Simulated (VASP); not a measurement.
# Ir2Pt (P6/mmm) in VASP: single point with PBE

Aim: the single point of Ir2Pt with PBE.

All numbers are computed with VASP 6.6.1; they aren't measurements. Logs are shortened: lines on timing, memory, paths and dates and some standing lists are left out, and cuts for length are marked.

### Step 1. The cell of the first run

Symmetry: P6/mmm, No. 191, hexagonal system. The conventional cell has a = 3.650 Å, b = 3.650 Å, c = 4.038 Å, α = 90.00°, β = 90.00°, γ = 120.00°. Within 2.8 Å of Ir (site symmetry -6m2) lie 3 Ir at 2.11 Å. Within 3.8 Å of Pt (site symmetry 6/mmm) lie 12 Ir at 2.92 Å and 6 Pt at 3.65 Å.

The cell was generated, and may not be a known phase.

### Step 2. Single point, PBE

File INCAR:

```
SYSTEM = Ir2Pt
ALGO = Normal ; EDIFF = 1E-6
ENCUT = 570 ; GGA = PE
GGA_COMPAT = .FALSE. ; ISIF = 2
ISMEAR = 0 ; LASPH = .TRUE.
LCHARG = .FALSE. ; LREAL = .FALSE.
LWAVE = .FALSE. ; NBANDS = 33
NELM = 120 ; PREC = Accurate
SIGMA = 0.1
```

File KPOINTS:

```
k-points
0
G
  6 6 4
  0 0 0
```

File POSCAR:

```
Ir2Pt
1.0
    3.6501665700      0.0000000000      0.0000000000
   -1.8250832800      3.1611369700      0.0000000000
    0.0000000000      0.0000000000      4.0375259600
Ir Pt
2 1
Direct
    0.3333333300      0.6666666700      0.5000000000
    0.6666666700      0.3333333300      0.5000000000
    0.0000000000      0.0000000000      0.0000000000
```

Potentials or basis: VASP PAW PBE potentials, release 64 (Ir_sv_GW, Pt_sv_GW).

Launch:

```bash
$ cat potpaw_PBE.64/Ir_sv_GW/POTCAR potpaw_PBE.64/Pt_sv_GW/POTCAR > POTCAR
$ mpirun -np 1 vasp_std > vasp.out
```

OUTCAR:

```text
SYSTEM = Ir2Pt
   EDIFF = 1E-6
   ENCUT = 570
   GGA = PE
   ISIF = 2
   ISMEAR = 0
   LASPH = .TRUE.
   LREAL = .FALSE.
   NELM = 120
   PREC = Accurate

 ion  position               nearest neighbor table
   1  0.333  0.667  0.500-   2 2.11   2 2.11   2 2.11   3 2.92   3 2.92   3 2.92   3 2.92   3 2.92
                             3 2.92
   2  0.667  0.333  0.500-   1 2.11   1 2.11   1 2.11   3 2.92   3 2.92   3 2.92   3 2.92   3 2.92
                             3 2.92
   3  0.000  0.000  0.000-   1 2.92   2 2.92   1 2.92   2 2.92   1 2.92   1 2.92   2 2.92   2 2.92
                             2 2.92   2 2.92   1 2.92   1 2.92

  LATTYP: Found a hexagonal cell.
 ALAT       =     3.6501665700
 C/A-ratio  =     1.1061210174

  Lattice vectors:

 A1 = (   3.6501665700,   0.0000000000,   0.0000000000)
 A2 = (  -1.8250832800,   3.1611369700,   0.0000000000)
 A3 = (   0.0000000000,   0.0000000000,   4.0375259600)

Analysis of symmetry for initial positions (statically):
=====================================================================
 Subroutine PRICEL returns:
 Original cell was already a primitive cell.

 Routine SETGRP: Setting up the symmetry group for a
 hexagonal supercell.

 Subroutine GETGRP returns: Found 24 space group operations
 (whereof 24 operations were pure point group operations)
 out of a pool of 24 trial point group operations.

The static configuration has the point symmetry D_6h.

Analysis of symmetry for dynamics (positions and initial velocities):
=====================================================================
 Subroutine PRICEL returns:
 Original cell was already a primitive cell.

 Routine SETGRP: Setting up the symmetry group for a
 hexagonal supercell.

 Subroutine GETGRP returns: Found 24 space group operations
 (whereof 24 operations were pure point group operations)
 out of a pool of 24 trial point group operations.

The dynamic configuration has the point symmetry D_6h.

 Subroutine INISYM returns: Found 24 space group operations
 (whereof 24 operations are pure point group operations),
 and found     1 'primitive' translations

----------------------------------------------------------------------------------------

                                     Primitive cell

  volume of cell :      46.5877

  direct lattice vectors                    reciprocal lattice vectors
     3.650166570  0.000000000  0.000000000     0.273960100  0.158170938  0.000000000
    -1.825083280  3.161136970  0.000000000     0.000000000  0.316341876  0.000000000
     0.000000000  0.000000000  4.037525960     0.000000000  0.000000000  0.247676426

  length of vectors
     3.650166570  3.650166561  4.037525960     0.316341875  0.316341876  0.247676426

  position of ions in fractional coordinates (direct lattice)
     0.333333330  0.666666670  0.500000000
     0.666666670  0.333333330  0.500000000
     0.000000000  0.000000000  0.000000000

  ion indices of the primitive-cell ions
   primitive index   ion index
                 1           1
                 2           2
                 3           3

----------------------------------------------------------------------------------------

 KPOINTS: k-points

Automatic generation of k-mesh.
 Grid dimensions read from file:
 generate k-points for:    6    6    4

 Generating k-lattice:

  Cartesian coordinates                     Fractional coordinates (reciprocal lattice)
     0.045660017  0.026361823  0.000000000     0.166666667 -0.000000000  0.000000000
     0.000000000  0.052723646  0.000000000     0.000000000  0.166666667  0.000000000
     0.000000000  0.000000000  0.061919107     0.000000000  0.000000000  0.250000000

  Length of vectors
     0.052723646  0.052723646  0.061919107

  Shift w.r.t. Gamma in fractional coordinates (k-lattice)
     0.000000000  0.000000000  0.000000000

 Subroutine IBZKPT returns following result:
 ===========================================

 Found     21 irreducible k-points:

 Following reciprocal coordinates:
            Coordinates               Weight
  0.000000  0.000000  0.000000      1.000000
  0.166667  0.000000  0.000000      6.000000
  0.333333  0.000000  0.000000      6.000000
  0.500000  0.000000  0.000000      3.000000
  0.166667  0.166667  0.000000      6.000000
  0.333333  0.166667  0.000000     12.000000
[... 13 lines left out ...]
  0.333333  0.166667  0.500000     12.000000
  0.333333  0.333333  0.500000      2.000000
   k-points           NKPTS =     21   k-points in BZ     NKDIM =     21   number of bands    NBANDS=     33
   number of dos      NEDOS =    301   number of ions     NIONS =      3
   total plane-waves  NPLWV =  25088
   dimension x,y,z NGX =    28 NGY =   28 NGZ =   32
   dimension x,y,z NGXF=    56 NGYF=   56 NGZF=   64
   ions per type =               2   1
   NGX,Y,Z   is equivalent  to a cutoff of  12.75, 12.75, 13.18 a.u.
   NGXF,Y,Z  is equivalent  to a cutoff of  25.51, 25.51, 26.35 a.u.
 SYSTEM =  Ir2Pt
   PREC   = accura    normal or accurate (medium, high low for compatibility)
   ISTART =      0    job   : 0-new  1-cont  2-samecut
   ICHARG =      2    charge: 1-file 2-atom 10-const
   ISPIN  =      1    spin polarized calculation?
   LNONCOLLINEAR =      F non collinear calculations
   LSORBIT =      F    spin-orbit coupling
   LASPH  =      T    aspherical Exc in radial PAW
   ENCUT  =  570.0 eV  41.89 Ry    6.47 a.u.   7.11  7.11  7.86*2*pi/ulx,y,z
   NELM   =    120;   NELMIN=  2; NELMDL= -5     # of ELM steps
   EDIFF  = 0.1E-05   stopping-criterion for ELM
   LREAL  =      F    real-space projection
   EDIFFG = 0.1E-04   stopping-criterion for IOM
   NSW    =      0    number of steps for IOM
   IBRION =     -1    ionic relax: 0-MD 1-quasi-New 2-CG
   NFREE  =      0    steps in history (QN), initial steepest desc. (CG)
   ISIF   =      2    stress and relaxation
   ISYM   =      2    0-nonsym 1-usesym 2-fastsym
   POTIM  = 0.5000    time-step for ionic-motion
   TEBEG  =    0.0;   TEEND  =   0.0 temperature during run
   PSTRESS=    0.0 pullay stress
   NELECT =      52.0000    total number of electrons
   NUPDOWN=      -1.0000    fix difference up-down
   EMIN   =  10.00;   EMAX   =-10.00  energy-range for DOS
   EFERMI =   0.00;   METHOD = LEGACY
   ISMEAR =     0;   SIGMA  =   0.10  broadening in eV -4-tet -1-fermi 0-gaus
   EFERMI_NEDOS =   21; number of points for ismear=-14 and -15
   IALGO  =     38    algorithm
   IMIX   =      4    mixing-type and parameters
     AMIX     =   0.40;   BMIX     =  1.00
     AMIX_MAG =   1.60;   BMIX_MAG =  1.00
  volume/ion in A,a.u.               =      15.53       104.80
  Fermi-wavevector in a.u.,A,eV,Ry     =   1.698187  3.209108 39.237011  2.883839
  Thomas-Fermi vector in A             =   2.778732
   LORBIT       =      0    0 simple, 1 ext, 2 COOP (PROOUT), +10 PAW based schemes
   GGA     = PE    functional components
   LHFCALC =     F    Hartree Fock is set to
   AEXX    =    0.0000 exact exchange contribution
   IVDW    =     0    specifies the selected vdW correction
   LEPSILON=     F    determine dielectric tensor
   LRPA    =     F    only Hartree local field effects (RPA)
 non-spin polarized calculation
 Gauss-broadening in eV      SIGMA  =   0.10
  energy-cutoff  :      570.00
  volume of cell :       46.59
 maximum number of plane-waves:      1464
   NGX = 15   NGY = 15   NGZ = 15

 number of electron      51.9999997 magnetization

 Free energy of the ion-electron system (eV)
  ---------------------------------------------------
  ext. energy  EPLUGINS =         0.00000000
  ---------------------------------------------------
  free energy    TOTEN  =       -17.81499876 eV

  energy without entropy =      -17.78893286  energy(sigma->0) =      -17.80196581

 E-fermi :  10.8870     XC(G=0): -13.6732

 val. band max:       10.8563646259   @ k =   0.3333   0.0000   0.2500
 cond. band min:      10.9221203572   @ k =   0.5000   0.0000   0.2500
 fundamental gap:      0.0657557313
 Fermi energy:        10.8869918800

 k-point     1 :       0.0000    0.0000    0.0000
  band No.  band energies     occupation
      1     -86.9914      2.00000
      2     -82.9134      2.00000
      3     -82.1815      2.00000
      4     -41.2240      2.00000
      5     -41.1447      2.00000
      6     -41.1447      2.00000
[... 25 lines left out ...]
     32      22.6498      0.00000
     33      22.6498      0.00000

 k-point     2 :       0.1667    0.0000    0.0000
  band No.  band energies     occupation
      1     -86.9912      2.00000
      2     -82.8716      2.00000
      3     -82.2258      2.00000
      4     -41.2208      2.00000
      5     -41.2201      2.00000
      6     -41.1579      2.00000
[... 25 lines left out ...]
     32      19.9227      0.00000
     33      23.0514      0.00000

 k-point     3 :       0.3333    0.0000    0.0000
  band No.  band energies     occupation
      1     -86.9908      2.00000
      2     -82.7627      2.00000
      3     -82.3401      2.00000
      4     -41.3302      2.00000
      5     -41.2148      2.00000
      6     -41.1571      2.00000
[... 25 lines left out ...]
     32      19.2365      0.00000
     33      22.0282      0.00000

 k-point     4 :       0.5000    0.0000    0.0000
  band No.  band energies     occupation
      1     -86.9910      2.00000
      2     -82.6748      2.00000
      3     -82.4312      2.00000
      4     -41.3811      2.00000
      5     -41.2121      2.00000
      6     -41.1561      2.00000
[... 25 lines left out ...]
     32      21.0102      0.00000
     33      21.1768      0.00000

 k-point     5 :       0.1667    0.1667    0.0000
  band No.  band energies     occupation
      1     -86.9907      2.00000
      2     -82.7945      2.00000
      3     -82.3065      2.00000
      4     -41.3146      2.00000
      5     -41.2162      2.00000
      6     -41.1564      2.00000
[... 496 lines left out ...]
 k-point    19 :       0.1667    0.1667    0.5000
  band No.  band energies     occupation
      1     -86.9909      2.00000
      2     -82.7949      2.00000
      3     -82.3066      2.00000
      4     -41.3303      2.00000
      5     -41.1828      2.00000
      6     -41.1542      2.00000
[... 25 lines left out ...]
     32      19.3663      0.00000
     33      19.6153      0.00000

 k-point    20 :       0.3333    0.1667    0.5000
  band No.  band energies     occupation
      1     -86.9909      2.00000
      2     -82.6751      2.00000
      3     -82.4308      2.00000
      4     -41.4407      2.00000
      5     -41.1782      2.00000
      6     -41.1595      2.00000
[... 25 lines left out ...]
     32      17.5293      0.00000
     33      18.2832      0.00000

 k-point    21 :       0.3333    0.3333    0.5000
  band No.  band energies     occupation
      1     -86.9912      2.00000
      2     -82.5539      2.00000
      3     -82.5539      2.00000
      4     -41.5187      2.00000
      5     -41.1596      2.00000
      6     -41.1556      2.00000
[... 25 lines left out ...]
     32      15.4734      0.00000
     33      15.8146      0.00000

------------------------ aborting loop because EDIFF is reached ----------------------------------------

  FORCE on cell =-STRESS in cart. coord.  units (eV):
  Direction    XX          YY          ZZ          XY          YZ          ZX
  --------------------------------------------------------------------------------------
  -------------------------------------------------------------------------------------
  Total       37.5911969     37.5911967     -1.3567077      0.0000001      0.0000000      0.0000000
  in kB     1292.7823414   1292.7823351    -46.6579398      0.0000020      0.0000000      0.0000000
  external PRESSURE =     846.3022456 kB  Pullay stress =       0.0000000 kB

 VOLUME and BASIS-vectors are now :
 -----------------------------------------------------------------------------
  energy-cutoff  :      570.00
  volume of cell :       46.59
      direct lattice vectors                 reciprocal lattice vectors
     3.650166570  0.000000000  0.000000000     0.273960100  0.158170938  0.000000000
    -1.825083280  3.161136970  0.000000000     0.000000000  0.316341876  0.000000000
     0.000000000  0.000000000  4.037525960     0.000000000  0.000000000  0.247676426

 POSITION                                       TOTAL-FORCE (eV/Angst)
 -----------------------------------------------------------------------------------
     -0.00000      2.10742      2.01876        -0.000000     -0.000000      0.000000
      1.82508      1.05371      2.01876         0.000000      0.000000     -0.000000
      0.00000      0.00000      0.00000        -0.000000     -0.000000      0.000000
 -----------------------------------------------------------------------------------
    total drift:                               -0.000000      0.000000      0.000000

  FREE ENERGIE OF THE ION-ELECTRON SYSTEM (eV)
  ---------------------------------------------------
  free  energy   TOTEN  =       -17.8149987608 eV

  energy  without entropy=      -17.7889328609  energy(sigma->0) =      -17.80196581
```

Run time: 18 s. Hardware: 1 thread of AMD EPYC 9R45 (Zen 5), shared host; peak memory 0.16 GiB.

What came out:

- Free energy: -17.8150 eV
- Pressure: 84.6 GPa
- Band gap on the k mesh: zero (bands 26 and 27 overlap by 1.72 eV)

Stress tensor (GPa, compression positive):
```
129.28   0.00   0.00
  0.00 129.28   0.00
  0.00   0.00  -4.67
```

Caveat: the k points lie up to 0.39 Å⁻¹ apart, too coarse for converged energies and pressures of a metal; spin-orbit coupling is left out, which moves the levels of the heavy elements.

The gap in the log of VASP goes by the Fermi energy; the results here count the filled bands.